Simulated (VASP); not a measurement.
Set up this calculation in VASP 6.6.1, as the native input.

```yaml
Task: single point
Functional: PBE
Potentials_or_basis: VASP PAW PBE potentials, release 64 (Ce)
Cutoff: 520 eV
k_mesh: 10 × 10 × 10
Occupations: fermi-dirac, width 0.05 eV
Spin: collinear spin, ferromagnetic start
Starting_moments: "[1.0] μB"
Dipole_correction: no
Further_INCAR_settings: ALGO = Fast; EDIFF = 1e-07; NBANDS = 16
```

The structure of Ce lies in POSCAR:

```
Ce
1.0
   -1.9170345395      1.9170345395      1.9170345395
    1.9170345395     -1.9170345395      1.9170345395
    1.9170345395      1.9170345395     -1.9170345395
Ce
1
Direct
    0.0000000000      0.0000000000      0.0000000000
```

This cell differs from its parent crystal: volume scaled by 0.96.

These files were run (other wordings do the same):

INCAR

```
ALGO = Fast
EDIFF = 1E-7
ENCUT = 520
GGA = PE
ISIF = 2
ISMEAR = -1
ISPIN = 2
LASPH = True
LCHARG = False
LMAXMIX = 6
LORBIT = 11
LREAL = False
LWAVE = False
MAGMOM = 1
NBANDS = 16
NELM = 150
PREC = Accurate
SIGMA = 0.05
```

KPOINTS

```
k-points
0
Gamma
  10 10 10
```

Potentials or basis: VASP PAW PBE potentials, release 64 (Ce).

Run with:

```console
$ cat potpaw_PBE.64/Ce/POTCAR > POTCAR
$ mpirun -np 1 vasp_std > vasp.out
```

Results of the run:

| Quantity | Value |
| --- | --- |
| Pressure | -0.9 GPa |
| Net moment | 0.37 μB per cell |
| Site moments | Ce +0.31 μB |
| Valence electrons inside the program's atomic spheres | Ce 9.85 |

Caveat: the magnetic or orbital state may not be the lowest.

Wall time 2.3 min on 1 thread of AMD EPYC 7R13 Processor (Zen 3), on a shared host, peak memory 0.18 GiB.
